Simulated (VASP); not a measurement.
Input of a VASP 6.6.1 run:

File POSCAR:

```
MgO
1.0
    4.1695034891      0.0196756735      0.0214997654
   -0.0196756735     -4.2389970246     -0.0140186705
   -0.0214997654     -0.0140186705     -4.2221011997
Mg O
4 4
Direct
   -0.0209169227      0.0242707299      0.0397744918
    0.5197776152      0.4885683374     -0.0356173702
    0.4798728881      0.0287279111      0.4902232064
   -0.0035853997      0.4874305657      0.5310442765
    0.5001307166     -0.0189871613     -0.0093812440
    0.0063074065      0.4629290861     -0.0351273797
    0.0266433906     -0.0166786805      0.4961392182
    0.4917703055      0.5437392116      0.5229448009
```

File INCAR.step1:

```
  ALGO = Normal
  EDIFF = 1E-4
  ENCUT = 520
  GGA = PE
  ISMEAR = 0
  LASPH = T
  LCHARG = F
  LREAL = F
  LWAVE = T
  NBANDS = 26
  NELM = 80
  PREC = Accurate
  SIGMA = 0.05
```

Contents of INCAR.step2:

```
  ALGO = Normal
  EDIFF = 1E-7
  ENCUT = 520
  ISIF = 2
  ISMEAR = 0
  ISTART = 1
  LASPH = T
  LCHARG = F
  LMIXTAU = T
  LREAL = F
  LWAVE = F
  METAGGA = R2SCAN
  NBANDS = 26
  NELM = 80
  PREC = Accurate
  SIGMA = 0.05
```

Contents of KPOINTS:

```
k-points
0
Gamma
  6 6 6
```

Potentials or basis: VASP PAW PBE potentials, release 64 (Mg, O).

Launch:

```console
$ cat potpaw_PBE.64/Mg/POTCAR potpaw_PBE.64/O/POTCAR > POTCAR
$ cp INCAR.step1 INCAR
$ mpirun -np 1 vasp_std > vasp.out
$ cp INCAR.step2 INCAR
$ mpirun -np 1 vasp_std > vasp.out
```

(1) Predict the pressure.

(2) What does it give for the largest force?

(3) Estimate the band gap on the k mesh.

## Answers

(1) 7.3 GPa.

(2) 3.290 eV/Å.

(3) 5.34 eV.

Caveat: the cell differs from its parent crystal (atoms moved at random and the cell strained at random); the cell stands under pressure; the PAW data sets were made with another functional, which shifts forces and pressure a little.
